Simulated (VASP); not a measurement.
# SnO2 (R-3m) in VASP: notebook, part 2 of 2

VASP 6.6.1.

## (3) Single point, PBE

Contents of INCAR:

```
PREC     = Accurate       # precision mode
ENCUT    = 520            # plane-wave cutoff, eV
EDIFF    = 1E-6           # SCF threshold, eV
ISMEAR   = 0              # smearing method
SIGMA    = 0.05           # smearing width, eV
LREAL    = False          # projectors in reciprocal space
LASPH    = True           # aspherical terms in the spheres
NELM     = 60             # most SCF steps
ALGO     = Normal         # electronic algorithm
ISIF     = 2              # what is computed and relaxed
LWAVE    = False          # write WAVECAR
LCHARG   = False          # write CHGCAR
GGA      = PE             # functional
NBANDS   = 20             # bands
```

Contents of KPOINTS:

```
Automatic mesh
0
Gamma
  12 12 12
```

Contents of POSCAR:

```
SnO2
1.0
    1.5724397632      0.9078485206      4.7834132923
   -1.5724397632      0.9078485206      4.7834132923
    0.0000000000     -1.8156970411      4.7834132923
Sn O
1 2
Direct
    0.5000000000      0.5000000000      0.5000000000
    0.2348826742      0.2348826742      0.2348826742
    0.7651173258      0.7651173258      0.7651173258
```

Potentials or basis: VASP PAW PBE potentials, release 64 (Sn_d, O).

Launch:

```sh
$ cat potpaw_PBE.64/Sn_d/POTCAR potpaw_PBE.64/O/POTCAR > POTCAR
$ mpirun -np 1 vasp_std > vasp.out
```

OUTCAR:

```text
PREC = Accurate
   ENCUT = 520
   EDIFF = 1E-6
   ISMEAR = 0
   LREAL = False
   LASPH = True
   NELM = 60
   ISIF = 2
   GGA = PE

 ion  position               nearest neighbor table
   1  0.500  0.500  0.500-   2 2.06   3 2.06   2 2.06   2 2.06   3 2.06   3 2.06
   2  0.235  0.235  0.235-   1 2.06   1 2.06   1 2.06
   3  0.765  0.765  0.765-   1 2.06   1 2.06   1 2.06

  LATTYP: Found a trigonal (rhomboedric) cell.
 ALAT       =     5.1164243833
 COS(alpha) =     0.8110943660

  Lattice vectors:

 A1 = (   1.5724397632,   0.9078485206,   4.7834132923)
 A2 = (  -1.5724397632,   0.9078485206,   4.7834132923)
 A3 = (   0.0000000000,  -1.8156970411,   4.7834132923)

Analysis of symmetry for initial positions (statically):
=====================================================================
 Subroutine PRICEL returns:
 Original cell was already a primitive cell.

 Routine SETGRP: Setting up the symmetry group for a
 trigonal (rhombohedral) supercell.

 Subroutine GETGRP returns: Found 12 space group operations
 (whereof 12 operations were pure point group operations)
 out of a pool of 12 trial point group operations.

The static configuration has the point symmetry D_3d.

Analysis of symmetry for dynamics (positions and initial velocities):
=====================================================================
 Subroutine PRICEL returns:
 Original cell was already a primitive cell.

 Routine SETGRP: Setting up the symmetry group for a
 trigonal (rhombohedral) supercell.

 Subroutine GETGRP returns: Found 12 space group operations
 (whereof 12 operations were pure point group operations)
 out of a pool of 12 trial point group operations.

The dynamic configuration has the point symmetry D_3d.

 Subroutine INISYM returns: Found 12 space group operations
 (whereof 12 operations are pure point group operations),
 and found     1 'primitive' translations

----------------------------------------------------------------------------------------

                                     Primitive cell

  volume of cell :      40.9710

  direct lattice vectors                    reciprocal lattice vectors
     1.572439763  0.907848521  4.783413292     0.317977204  0.183584225  0.069685246
    -1.572439763  0.907848521  4.783413292    -0.317977204  0.183584225  0.069685246
     0.000000000 -1.815697041  4.783413292     0.000000000 -0.367168449  0.069685246

  length of vectors
     5.116424383  5.116424383  5.116424383     0.373722763  0.373722763  0.373722763

  position of ions in fractional coordinates (direct lattice)
     0.500000000  0.500000000  0.500000000
     0.234882674  0.234882674  0.234882674
     0.765117326  0.765117326  0.765117326

  ion indices of the primitive-cell ions
   primitive index   ion index
                 1           1
                 2           2
                 3           3

----------------------------------------------------------------------------------------

 KPOINTS: Automatic mesh

Automatic generation of k-mesh.
 Grid dimensions read from file:
 generate k-points for:   12   12   12

 Generating k-lattice:

  Cartesian coordinates                     Fractional coordinates (reciprocal lattice)
     0.026498100  0.015298685  0.005807104     0.083333333  0.000000000 -0.000000000
    -0.026498100  0.015298685  0.005807104     0.000000000  0.083333333 -0.000000000
     0.000000000 -0.030597371  0.005807104     0.000000000  0.000000000  0.083333333

  Length of vectors
     0.031143564  0.031143564  0.031143564

  Shift w.r.t. Gamma in fractional coordinates (k-lattice)
     0.000000000  0.000000000  0.000000000

 Subroutine IBZKPT returns following result:
 ===========================================

 Found    189 irreducible k-points:

 Following reciprocal coordinates:
            Coordinates               Weight
  0.000000  0.000000  0.000000      1.000000
  0.083333 -0.000000  0.000000      6.000000
  0.166667 -0.000000  0.000000      6.000000
  0.250000  0.000000  0.000000      6.000000
  0.333333 -0.000000 -0.000000      6.000000
  0.416667 -0.000000  0.000000      6.000000
[... 16 lines left out ...]
  0.500000  0.166667  0.000000     12.000000
 -0.416667  0.166667  0.000000     12.000000
 [... further k-points ...]
   k-points           NKPTS =    189   k-points in BZ     NKDIM =    189   number of bands    NBANDS=     20
   number of dos      NEDOS =    301   number of ions     NIONS =      3
   total plane-waves  NPLWV =  64000
   dimension x,y,z NGX =    40 NGY =   40 NGZ =   40
   dimension x,y,z NGXF=    80 NGYF=   80 NGZF=   80
   ions per type =               1   2
   NGX,Y,Z   is equivalent  to a cutoff of  13.00, 13.00, 13.00 a.u.
   NGXF,Y,Z  is equivalent  to a cutoff of  25.99, 25.99, 25.99 a.u.
 SYSTEM =  unknown system
   PREC   = accura    normal or accurate (medium, high low for compatibility)
   ISTART =      0    job   : 0-new  1-cont  2-samecut
   ICHARG =      2    charge: 1-file 2-atom 10-const
   ISPIN  =      1    spin polarized calculation?
   LNONCOLLINEAR =      F non collinear calculations
   LSORBIT =      F    spin-orbit coupling
   LASPH  =      T    aspherical Exc in radial PAW
   ENCUT  =  520.0 eV  38.22 Ry    6.18 a.u.   9.51  9.51  9.51*2*pi/ulx,y,z
   NELM   =     60;   NELMIN=  2; NELMDL= -5     # of ELM steps
   EDIFF  = 0.1E-05   stopping-criterion for ELM
   LREAL  =      F    real-space projection
   EDIFFG = 0.1E-04   stopping-criterion for IOM
   NSW    =      0    number of steps for IOM
   IBRION =     -1    ionic relax: 0-MD 1-quasi-New 2-CG
   NFREE  =      0    steps in history (QN), initial steepest desc. (CG)
   ISIF   =      2    stress and relaxation
   ISYM   =      2    0-nonsym 1-usesym 2-fastsym
   POTIM  = 0.5000    time-step for ionic-motion
   TEBEG  =    0.0;   TEEND  =   0.0 temperature during run
   PSTRESS=    0.0 pullay stress
   NELECT =      26.0000    total number of electrons
   NUPDOWN=      -1.0000    fix difference up-down
   EMIN   =  10.00;   EMAX   =-10.00  energy-range for DOS
   EFERMI =   0.00;   METHOD = LEGACY
   ISMEAR =     0;   SIGMA  =   0.05  broadening in eV -4-tet -1-fermi 0-gaus
   EFERMI_NEDOS =   21; number of points for ismear=-14 and -15
   IALGO  =     38    algorithm
   IMIX   =      4    mixing-type and parameters
     AMIX     =   0.40;   BMIX     =  1.00
     AMIX_MAG =   1.60;   BMIX_MAG =  1.00
  volume/ion in A,a.u.               =      13.66        92.16
  Fermi-wavevector in a.u.,A,eV,Ry     =   1.406826  2.658516 26.928103  1.979160
  Thomas-Fermi vector in A             =   2.529147
   LORBIT       =      0    0 simple, 1 ext, 2 COOP (PROOUT), +10 PAW based schemes
   GGA     = PE    functional components
   LHFCALC =     F    Hartree Fock is set to
   AEXX    =    0.0000 exact exchange contribution
   IVDW    =     0    specifies the selected vdW correction
   LEPSILON=     F    determine dielectric tensor
   LRPA    =     F    only Hartree local field effects (RPA)
 non-spin polarized calculation
 Gauss-broadening in eV      SIGMA  =   0.05
  energy-cutoff  :      520.00
  volume of cell :       40.97
 maximum number of plane-waves:      1122
 NGX is ok and might be reduce to    40
   NGX = 19   NGY = 19   NGZ = 19

 number of electron      26.0000003 magnetization

 Free energy of the ion-electron system (eV)
  ---------------------------------------------------
  ext. energy  EPLUGINS =         0.00000000
  ---------------------------------------------------
  free energy    TOTEN  =       -18.03663944 eV

  energy without entropy =      -18.03663944  energy(sigma->0) =      -18.03663944

 E-fermi :   4.1135     XC(G=0): -10.2227

 val. band max:        3.8243713975   @ k =  -0.1667   0.2500   0.0833
 cond. band min:       6.4049690485   @ k =   0.0000   0.0000   0.0000
 fundamental gap:      2.5805976510
 Fermi energy:         4.1134861560

 k-point     1 :       0.0000    0.0000    0.0000
  band No.  band energies     occupation
      1     -16.2494      2.00000
      2     -15.8442      2.00000
      3     -15.8442      2.00000
      4     -15.5698      2.00000
      5     -15.5698      2.00000
      6     -14.4302      2.00000
[... 12 lines left out ...]
     19      21.4069      0.00000
[... 513 lines left out ...]
      4     -15.5341      2.00000
      5     -15.5110      2.00000
      6     -12.7324      2.00000
[... 12 lines left out ...]
     19      17.3967      0.00000
     20      18.6295      0.00000

 [... further k-points ...]

------------------------ aborting loop because EDIFF is reached ----------------------------------------

  FORCE on cell =-STRESS in cart. coord.  units (eV):
  Direction    XX          YY          ZZ          XY          YZ          ZX
  --------------------------------------------------------------------------------------
  -------------------------------------------------------------------------------------
  Total        4.5994895      4.5994895      2.1964317      0.0000000      0.0000000     -0.0000000
  in kB      179.8637525    179.8637525     85.8918017      0.0000000      0.0000000     -0.0000000
  external PRESSURE =     148.5397689 kB  Pullay stress =       0.0000000 kB

 VOLUME and BASIS-vectors are now :
 -----------------------------------------------------------------------------
  energy-cutoff  :      520.00
  volume of cell :       40.97
      direct lattice vectors                 reciprocal lattice vectors
     1.572439763  0.907848521  4.783413292     0.317977204  0.183584225  0.069685246
    -1.572439763  0.907848521  4.783413292    -0.317977204  0.183584225  0.069685246
     0.000000000 -1.815697041  4.783413292     0.000000000 -0.367168449  0.069685246

 POSITION                                       TOTAL-FORCE (eV/Angst)
 -----------------------------------------------------------------------------------
      0.00000      0.00000      7.17512         0.000000      0.000000      0.000000
      0.00000      0.00000      3.37062        -0.000000      0.000000      1.088854
      0.00000      0.00000     10.97962        -0.000000     -0.000000     -1.088854
 -----------------------------------------------------------------------------------
    total drift:                               -0.000000      0.000000     -0.000000

  FREE ENERGIE OF THE ION-ELECTRON SYSTEM (eV)
  ---------------------------------------------------
  free  energy   TOTEN  =       -18.0366394432 eV

  energy  without entropy=      -18.0366394432  energy(sigma->0) =      -18.03663944
```

It took 2 min on 1 thread of Intel Xeon 6975P-C (Granite Rapids), shared host; peak memory 0.33 GiB.

What came out:

| Quantity | Value |
| --- | --- |
| Free energy | -18.0366 eV |
| Pressure | 14.9 GPa |
| Largest force | 1.089 eV/Å |
| Band gap on the k mesh | 2.58 eV (least direct gap 2.86 eV) |

Forces on the atoms (eV/Å):
```
Sn   0.000  0.000  0.000
O    0.000  0.000  1.089
O    0.000  0.000 -1.089
```

Levels at points of the mesh, in eV from the valence-band top:
| k point | band 11 | band 12 | band 13 | band 14 | band 15 | band 16 |
| --- | --- | --- | --- | --- | --- | --- |
| (0.00, 0.00, 0.00) | -0.84 | -0.84 | -0.28 | 2.58 | 6.21 | 11.88 |
| (0.50, 0.00, 0.00) | -1.51 | -0.53 | -0.51 | 6.21 | 8.28 | 10.65 |
| (0.50, 0.50, 0.00) | -1.23 | -0.39 | -0.02 | 5.93 | 7.45 | 11.53 |
| (0.50, 0.50, 0.50) | -1.40 | -0.80 | -0.80 | 3.79 | 6.16 | 11.88 |

Caveat: the stress differs along the axes, from 9 to 18 GPa; spin-orbit coupling is left out, which moves the levels of the heavy elements; forces of over 1 eV/Å act on the atoms, so gaps and moduli don't describe the material at rest. A k mesh can miss the band edges.
